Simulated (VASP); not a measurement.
# Mo2WS6 (P-62m) in VASP: single point with LDA

Aim: the single point of Mo2WS6 with LDA.

Program: VASP 6.6.1. These are calculated values, not measurements. Logs are shortened: lines on timing, memory, paths and dates and some standing lists are left out, and cuts for length are marked.

## 1. The cell of the first run

Symmetry: P-62m, No. 189, hexagonal system. The conventional cell has a = 5.520 Å, b = 5.520 Å, c = 7.892 Å, α = 90.00°, β = 90.00°, γ = 120.00°. Mo (site symmetry -6) has 6 S at 2.42 Å and 3 W at 3.19 Å and 3 Mo at 3.19 Å within 3.2 Å. W (site symmetry -62m) has 6 S at 2.41 Å and 6 Mo at 3.19 Å within 3.2 Å. S (site symmetry m) has 1 W at 2.41 Å and 2 Mo at 2.42 Å and 7 S at 3.13 to 3.19 Å within 3.2 Å.

## 2. Single point, LDA

Input file INCAR:

```
  PREC = Accurate
  ENCUT = 520
  EDIFF = 1E-6
  ISMEAR = 0
  SIGMA = 0.02
  LREAL = False
  LASPH = True
  NELM = 60
  ALGO = Normal
  ISIF = 2
  LWAVE = False
  LCHARG = False
  GGA = CA
  NBANDS = 49
```

Input file KPOINTS:

```
Automatic mesh
0
Gamma
  6 6 4
```

Input file POSCAR:

```
Mo2WS6
1.0
    5.5199670788      0.0000000289      0.0000000000
   -2.7599835644      4.7804317039      0.0000000000
    0.0000000000      0.0000000000      7.8924041000
Mo W S
2 1 6
Direct
    0.3333333333      0.6666666667      0.0000000000
    0.6666666667      0.3333333333      0.0000000000
    0.0000000000      0.0000000000      0.0000000000
    0.3328120000      0.0000000000      0.1982150000
    0.0000000000      0.3328120000      0.1982150000
    0.6671880000      0.6671880000      0.1982150000
    0.3328120000      0.0000000000      0.8017850000
    0.0000000000      0.3328120000      0.8017850000
    0.6671880000      0.6671880000      0.8017850000
```

Potentials or basis: VASP PAW LDA potentials, release 64 (Mo_sv, W_sv, S).

Launch:

```sh
$ cat potpaw_LDA.64/Mo_sv/POTCAR potpaw_LDA.64/W_sv/POTCAR potpaw_LDA.64/S/POTCAR > POTCAR
$ mpirun -np 1 vasp_std > vasp.out
```

OUTCAR:

```text
PREC = Accurate
   ENCUT = 520
   EDIFF = 1E-6
   ISMEAR = 0
   LREAL = False
   LASPH = True
   NELM = 60
   ISIF = 2
   GGA = CA

 ion  position               nearest neighbor table
   1  0.333  0.667  0.000-   4 2.42   7 2.42   5 2.42   8 2.42   6 2.42   9 2.42   3 3.19   2 3.19
                             2 3.19   3 3.19   3 3.19   2 3.19
   2  0.667  0.333  0.000-   5 2.42   8 2.42   7 2.42   4 2.42   6 2.42   9 2.42   3 3.19   1 3.19
                             1 3.19   3 3.19   3 3.19   1 3.19
   3  0.000  0.000  0.000-   4 2.41   7 2.41   5 2.41   8 2.41   6 2.41   9 2.41   1 3.19   2 3.19
                             2 3.19   1 3.19   2 3.19   1 3.19
   4  0.333  0.000  0.198-   3 2.41   1 2.42   2 2.42
   5  0.000  0.333  0.198-   3 2.41   2 2.42   1 2.42
   6  0.667  0.667  0.198-   3 2.41   1 2.42   2 2.42
   7  0.333  0.000  0.802-   3 2.41   1 2.42   2 2.42
   8  0.000  0.333  0.802-   3 2.41   2 2.42   1 2.42
   9  0.667  0.667  0.802-   3 2.41   1 2.42   2 2.42

  LATTYP: Found a hexagonal cell.
 ALAT       =     5.5199670788
 C/A-ratio  =     1.4297918787

  Lattice vectors:

 A1 = (   5.5199670788,   0.0000000289,   0.0000000000)
 A2 = (  -2.7599835644,   4.7804317039,   0.0000000000)
 A3 = (   0.0000000000,   0.0000000000,   7.8924041000)

Analysis of symmetry for initial positions (statically):
=====================================================================
 Subroutine PRICEL returns:
 Original cell was already a primitive cell.

 Routine SETGRP: Setting up the symmetry group for a
 hexagonal supercell.

 Subroutine GETGRP returns: Found 12 space group operations
 (whereof 12 operations were pure point group operations)
 out of a pool of 24 trial point group operations.

The static configuration has the point symmetry D_3h.

Analysis of symmetry for dynamics (positions and initial velocities):
=====================================================================
 Subroutine PRICEL returns:
 Original cell was already a primitive cell.

 Routine SETGRP: Setting up the symmetry group for a
 hexagonal supercell.

 Subroutine GETGRP returns: Found 12 space group operations
 (whereof 12 operations were pure point group operations)
 out of a pool of 24 trial point group operations.

The dynamic configuration has the point symmetry D_3h.
[... 112 lines left out ...]
   NSW    =      0    number of steps for IOM
   IBRION =     -1    ionic relax: 0-MD 1-quasi-New 2-CG
   NFREE  =      0    steps in history (QN), initial steepest desc. (CG)
   ISIF   =      2    stress and relaxation
   ISYM   =      2    0-nonsym 1-usesym 2-fastsym
   POTIM  = 0.5000    time-step for ionic-motion
   TEBEG  =    0.0;   TEEND  =   0.0 temperature during run
   PSTRESS=    0.0 pullay stress
   NELECT =      78.0000    total number of electrons
   NUPDOWN=      -1.0000    fix difference up-down
   EMIN   =  10.00;   EMAX   =-10.00  energy-range for DOS
   EFERMI =   0.00;   METHOD = LEGACY
   ISMEAR =     0;   SIGMA  =   0.02  broadening in eV -4-tet -1-fermi 0-gaus
   EFERMI_NEDOS =   21; number of points for ismear=-14 and -15
   IALGO  =     38    algorithm
   IMIX   =      4    mixing-type and parameters
     AMIX     =   0.40;   BMIX     =  1.00
     AMIX_MAG =   1.60;   BMIX_MAG =  1.00
  volume/ion in A,a.u.               =      23.14       156.16
  Fermi-wavevector in a.u.,A,eV,Ry     =   1.180054  2.229980 18.946502  1.392529
  Thomas-Fermi vector in A             =   2.316354
   LORBIT       =      0    0 simple, 1 ext, 2 COOP (PROOUT), +10 PAW based schemes
   GGA     = CA    functional components
   LHFCALC =     F    Hartree Fock is set to
   AEXX    =    0.0000 exact exchange contribution
   IVDW    =     0    specifies the selected vdW correction
   LEPSILON=     F    determine dielectric tensor
   LRPA    =     F    only Hartree local field effects (RPA)
 non-spin polarized calculation
 Gauss-broadening in eV      SIGMA  =   0.02
  energy-cutoff  :      520.00
  volume of cell :      208.26
 maximum number of plane-waves:      5648
 NGX is ok and might be reduce to    42
   NGX = 21   NGY = 21   NGZ = 29

 number of electron      77.9999999 magnetization

 Free energy of the ion-electron system (eV)
  ---------------------------------------------------
  ext. energy  EPLUGINS =         0.00000000
  ---------------------------------------------------
  free energy    TOTEN  =       -74.77716366 eV

  energy without entropy =      -74.77716366  energy(sigma->0) =      -74.77716366

 E-fermi :   3.9349     XC(G=0):  -9.3467

 val. band max:        3.8539763792   @ k =   0.0000   0.0000   0.5000
 cond. band min:       5.3443788239   @ k =   0.0000   0.0000   0.0000
 fundamental gap:      1.4904024447
 Fermi energy:         3.9349016999

 k-point     1 :       0.0000    0.0000    0.0000
  band No.  band energies     occupation
      1     -69.7756      2.00000
      2     -56.7619      2.00000
      3     -56.7334      2.00000
      4     -34.2832      2.00000
      5     -34.2832      2.00000
      6     -34.2439      2.00000
[... 1081 lines left out ...]
     48       7.0891      0.00000
     49       7.7621      0.00000

------------------------ aborting loop because EDIFF is reached ----------------------------------------

  FORCE on cell =-STRESS in cart. coord.  units (eV):
  Direction    XX          YY          ZZ          XY          YZ          ZX
  --------------------------------------------------------------------------------------
  -------------------------------------------------------------------------------------
  Total       -7.4933395     -7.4933395     -5.9101112     -0.0000000      0.0000000      0.0000000
  in kB      -57.6465169    -57.6465169    -45.4666876     -0.0000000      0.0000000      0.0000000
  external PRESSURE =     -53.5865738 kB  Pullay stress =       0.0000000 kB

 VOLUME and BASIS-vectors are now :
 -----------------------------------------------------------------------------
  energy-cutoff  :      520.00
  volume of cell :      208.26
      direct lattice vectors                 reciprocal lattice vectors
     5.519967079  0.000000029  0.000000000     0.181160500  0.104593065  0.000000000
    -2.759983564  4.780431704  0.000000000    -0.000000001  0.209186128  0.000000000
     0.000000000  0.000000000  7.892404100     0.000000000  0.000000000  0.126704105

 POSITION                                       TOTAL-FORCE (eV/Angst)
 -----------------------------------------------------------------------------------
     -0.00000      3.18695      0.00000        -0.000000      0.000000      0.000000
      2.75998      1.59348      0.00000        -0.000000      0.000000      0.000000
      0.00000      0.00000      0.00000        -0.000000     -0.000000      0.000000
      1.83711      0.00000      1.56439         0.000495      0.000000     -0.573087
     -0.91856      1.59099      1.56439        -0.000247      0.000429     -0.573087
      1.84143      3.18945      1.56439        -0.000247     -0.000429     -0.573087
      1.83711      0.00000      6.32801         0.000495      0.000000      0.573087
     -0.91856      1.59099      6.32801        -0.000247      0.000429      0.573087
      1.84143      3.18945      6.32801        -0.000247     -0.000429      0.573087
 -----------------------------------------------------------------------------------
    total drift:                               -0.000001     -0.000001      0.000000

  FREE ENERGIE OF THE ION-ELECTRON SYSTEM (eV)
  ---------------------------------------------------
  free  energy   TOTEN  =       -74.7771636601 eV

  energy  without entropy=      -74.7771636601  energy(sigma->0) =      -74.77716366
```

OSZICAR:

```text
N       E                     dE             d eps       ncg     rms          rms(c)
DAV:   1     0.746953079939E+03    0.74695E+03   -0.40304E+04  2258   0.149E+03
DAV:   2    -0.261080904191E+02   -0.77306E+03   -0.74733E+03  2430   0.404E+02
DAV:   3    -0.777425135963E+02   -0.51634E+02   -0.50749E+02  2564   0.967E+01
DAV:   4    -0.792480897850E+02   -0.15056E+01   -0.14963E+01  2588   0.164E+01
DAV:   5    -0.792960038238E+02   -0.47914E-01   -0.47845E-01  2556   0.293E+00    0.427E+01
DAV:   6    -0.758226464928E+02    0.34734E+01   -0.21785E+01  2358   0.238E+01    0.164E+01
DAV:   7    -0.752778527223E+02    0.54479E+00   -0.73269E+00  2419   0.145E+01    0.105E+01
DAV:   8    -0.749208077504E+02    0.35704E+00   -0.22367E+00  2654   0.792E+00    0.376E+00
DAV:   9    -0.747797325020E+02    0.14108E+00   -0.34958E-01  2567   0.341E+00    0.131E+00
DAV:  10    -0.747783513921E+02    0.13811E-02   -0.26138E-02  2324   0.670E-01    0.665E-01
DAV:  11    -0.747771010319E+02    0.12504E-02   -0.63790E-03  2595   0.427E-01    0.215E-01
DAV:  12    -0.747770602953E+02    0.40737E-04   -0.80100E-04  2436   0.117E-01    0.905E-02
DAV:  13    -0.747771091774E+02   -0.48882E-04   -0.89510E-05  2500   0.336E-02    0.335E-02
DAV:  14    -0.747771599834E+02   -0.50806E-04   -0.13906E-04  2222   0.348E-02    0.184E-02
DAV:  15    -0.747771609956E+02   -0.10122E-05   -0.64443E-06  2443   0.119E-02    0.881E-03
DAV:  16    -0.747771635927E+02   -0.25971E-05   -0.25582E-06  1896   0.569E-03    0.329E-03
DAV:  17    -0.747771636601E+02   -0.67402E-07   -0.63054E-07  1337   0.358E-03
   1 F= -.74777164E+02 E0= -.74777164E+02  d E =-.607724E-11
```

Wall time 3.5 min (1 thread of Intel Xeon Platinum 8259CL at 2.50GHz (Skylake/Cascade Lake), shared host); peak memory 0.37 GiB.

What came out:

* Free energy: -74.7772 eV
* Pressure: -5.4 GPa
* Largest force: 0.573 eV/Å
* Band gap on the k mesh: 1.49 eV

Forces on the atoms (eV/Å):
```
Mo   0.000  0.000  0.000
Mo   0.000  0.000  0.000
W    0.000  0.000  0.000
S    0.000  0.000 -0.573
S    0.000  0.000 -0.573
S    0.000  0.000 -0.573
S    0.000  0.000  0.573
S    0.000  0.000  0.573
S    0.000  0.000  0.573
```

Caveat: the cell stands under tension; spin-orbit coupling is left out, which moves the levels of the heavy elements. A k mesh can miss the band edges.
